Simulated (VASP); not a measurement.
Here is a VASP 6.6.1 calculation.

INCAR

```
PREC = Accurate
ENCUT = 1340
EDIFF = 1E-6
ISMEAR = 0
SIGMA = 0.1
LREAL = False
LASPH = True
NELM = 200
ALGO = Normal
ISIF = 2
LWAVE = False
LCHARG = True
ISPIN = 2
MAGMOM = 4 4 4 4 0 0
LORBIT = 11
LMAXMIX = 4
GGA = PE
LELF = True
LVHAR = True
NBANDS = 51
GGA_COMPAT = False
```

Contents of KPOINTS:

```
regular mesh
0
Gamma
  4 4 4
```

The input POSCAR:

```
Fe2O
1.0
    4.0575720200      0.0000000000      0.0000000000
    0.0000000000      4.0575720200      0.0000000000
    0.0000000000      0.0000000000      4.0575720200
Fe O
4 2
Direct
    0.2500000000      0.2500000000      0.2500000000
    0.2500000000      0.7500000000      0.7500000000
    0.7500000000      0.7500000000      0.2500000000
    0.7500000000      0.2500000000      0.7500000000
    0.0000000000      0.0000000000      0.0000000000
    0.5000000000      0.5000000000      0.5000000000
```

Potentials or basis: VASP PAW PBE potentials, release 64 (Fe_sv, O_h).

The run is started by

```bash
$ cat potpaw_PBE.64/Fe_sv/POTCAR potpaw_PBE.64/O_h/POTCAR > POTCAR
$ mpirun -np 1 vasp_std > vasp.out
```

(1) Predict the pressure.

(2) Predict the net moment.

(3) Estimate the site moments.

Results:

(1) 12.3 GPa.

(2) 8.16 μB per cell.

(3) Fe +1.98; O +0.05 μB.

Caveat: the k points lie up to 0.39 Å⁻¹ apart.
